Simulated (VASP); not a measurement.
# LiTlSe2: single point with PBEsol

LiTlSe2:

```
Li Se Tl
1.0
     4.24485    0.00000    0.00000
     0.00000    4.24485    0.00000
     0.00000    0.00000    5.90283
Li Se Tl
1 2 1
Direct
  0.00000 0.00000 0.00000
  0.00000 0.50000 0.22600
  0.50000 0.00000 0.77400
  0.50000 0.50000 0.50000
```

```json
{
  "Program": "VASP 6.6.1",
  "Task": "single point",
  "Functional": "PBEsol",
  "Potentials or basis": "VASP PAW PBE potentials, release 64 (Li_sv, Se, Tl_d)",
  "Cutoff": "520 eV",
  "k mesh": "6 × 6 × 4",
  "Occupations": "fermi-dirac, width 0.02 eV",
  "Spin": "no spin polarisation"
}
```

```yaml
Largest_force: 0.003 eV/Å
Band_gap_on_the_k_mesh: 0.37 eV
```

Forces on the atoms (eV/Å):
```
Li   0.000  0.000  0.000
Se   0.000  0.000 -0.003
Se   0.000  0.000  0.003
Tl   0.000  0.000  0.000
```

Levels at points of the mesh, in eV from the valence-band top:
```tsv
k point	band 11	band 12	band 13	band 14	band 15	band 16	band 17	band 18
(0.00, 0.00, 0.00)	-1.78	-0.26	0.00	0.00	0.37	3.14	5.05	5.70
(0.50, 0.00, 0.00)	-2.22	-1.75	-1.01	-0.51	2.21	5.24	5.42	6.15
(0.50, 0.50, 0.00)	-2.09	-1.76	-1.76	-1.11	1.49	3.08	3.08	6.39
(0.00, 0.00, 0.50)	-1.23	-1.23	-0.79	-0.79	2.08	3.24	4.87	6.62
(0.50, 0.00, 0.50)	-0.94	-0.89	-0.53	-0.50	0.68	4.77	5.55	6.11
(0.50, 0.50, 0.50)	-2.13	-2.13	-1.80	-1.53	3.12	5.17	5.17	6.89
```

Wall time 30 s on 1 thread of Intel(R) Xeon(R) 6975P-C (Granite Rapids), with other jobs on the host, peak memory 0.25 GiB.

Caveat: the PAW data sets were made with another functional, which shifts forces and pressure a little; spin-orbit coupling is left out, which moves the levels of the heavy elements. A k mesh can miss the band edges.
